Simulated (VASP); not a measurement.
Al2B2As:

```
Al B As
1.0
     3.33856    0.00000    0.00000
     0.00000    3.33856    0.00000
     0.00000    0.00000    6.73035
Al B As
2 2 1
Direct
  0.00000 0.00000 0.00000
  0.50000 0.50000 0.50000
  0.50000 0.50000 0.77364
  0.50000 0.50000 0.22636
  0.00000 0.00000 0.50000
```

| Item | Value |
| --- | --- |
| Program | VASP 6.6.1 |
| Task | relaxation of cell and atoms |
| Functional | PBE |
| Potentials or basis | VASP PAW PBE potentials, release 64 (Al, B, As) |
| Cutoff | 600 eV |
| k mesh | 6 × 6 × 4 |
| Occupations | gaussian, width 0.1 eV |
| Spin | no spin polarisation |

At the start: pressure 12.5 GPa; volume 15.00 Å³/atom.

Question: Where does the relaxation end?

Answer: Over 18 steps the energy falls by 1076.9 meV/atom and the volume is 14.62 Å³/atom (-2.6 %); space group P4/mmm (No. 123, to 0.05 Å).

Step by step:
| step | energy change (eV) | largest force (eV/Å) | pressure (GPa) | volume (Å³) |
| --- | --- | --- | --- | --- |
| 1 | 0.0000 | 5.8425 | 12.48 | 75.02 |
| 2 | -1.4796 | 1.2315 | -7.57 | 88.29 |
| 3 | -1.5121 | 1.4728 | -5.54 | 85.45 |
| 4 | -2.3963 | 2.1650 | -5.41 | 80.83 |
| 5 | -5.1360 | 2.5961 | 9.82 | 67.00 |
| 6 | -4.1600 | 3.5739 | -2.81 | 73.48 |
| 7 | -5.0902 | 2.2820 | 2.23 | 69.62 |
| 8 | -5.2322 | 0.9663 | 4.93 | 68.42 |
| 9 | -5.2474 | 0.0614 | 6.42 | 67.87 |
| 10 | -4.4938 | 9.9009 | 6.20 | 73.22 |
| 11 | -5.2889 | 1.1722 | 5.68 | 68.96 |
| 12 | -5.2887 | 1.2076 | -5.15 | 77.33 |
| 13 | -5.3790 | 0.1740 | -0.38 | 72.93 |
| 14 | -5.3790 | 0.1515 | -0.27 | 72.84 |
| 15 | -5.3814 | 0.3773 | -0.24 | 73.43 |
| 16 | -5.3834 | 0.1533 | -0.29 | 73.19 |
| 17 | -5.3840 | 0.1235 | -0.01 | 73.04 |
| 18 | -5.3843 | 0.0201 | -0.12 | 73.10 |

Final structure:
```
Al B As
1.0
     3.55783    0.00000    0.00000
     0.00000    3.55783    0.00000
     0.00000    0.00000    5.77468
Al B As
2 2 1
Direct
  0.00000 0.00000 0.00000
  0.50000 0.50000 0.50000
  0.50000 0.50000 0.86671
  0.50000 0.50000 0.13329
  0.00000 0.00000 0.50000
```
